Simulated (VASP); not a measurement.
BAs:

```
CELL_PARAMETERS angstrom
0.00000 2.41993 2.41993
2.41993 0.00000 2.41993
2.41993 2.41993 0.00000
ATOMIC_POSITIONS crystal
As 0.75000 0.75000 0.75000
B 0.00000 0.00000 0.00000
```

Base run:

```yaml
Program: VASP 6.6.1
Functional: PBE exchange alone
Potentials_or_basis: VASP PAW PBE potentials, release 64 (As, B)
Cutoff: 520 eV
k_mesh: 10 × 10 × 10
Occupations: fermi-dirac, width 0.05 eV
Spin: no spin polarisation
```

Its results: band gap on the k mesh 1.44 eV, indirect (least direct gap 3.30 eV); pressure 12.0 GPa.

Task: After a change of settings the same cell gave: band gap on the k mesh 1.11 eV, indirect (least direct gap 3.19 eV); pressure -5.0 GPa. Which change was it?
A. functional from PBE exchange alone to PBEsol
B. functional from PBE exchange alone to RPBE; further incar settings from ALGO = Normal; EDIFF = 1e-07; NBANDS = 11 to ALGO = Normal; EDIFF = 1e-06; NBANDS = 11
C. functional from PBE exchange alone to LDA; potentials or basis from VASP PAW PBE potentials, release 64 (As, B) to VASP PAW LDA potentials, release 64 (As, B)
D. functional from PBE exchange alone to PBE; further incar settings from ALGO = Normal; EDIFF = 1e-07; NBANDS = 11 to ALGO = Normal; EDIFF = 1e-06; NBANDS = 11

Result: A.

Caveats: the PAW data sets were made with another functional, which shifts forces and pressure a little (some runs).
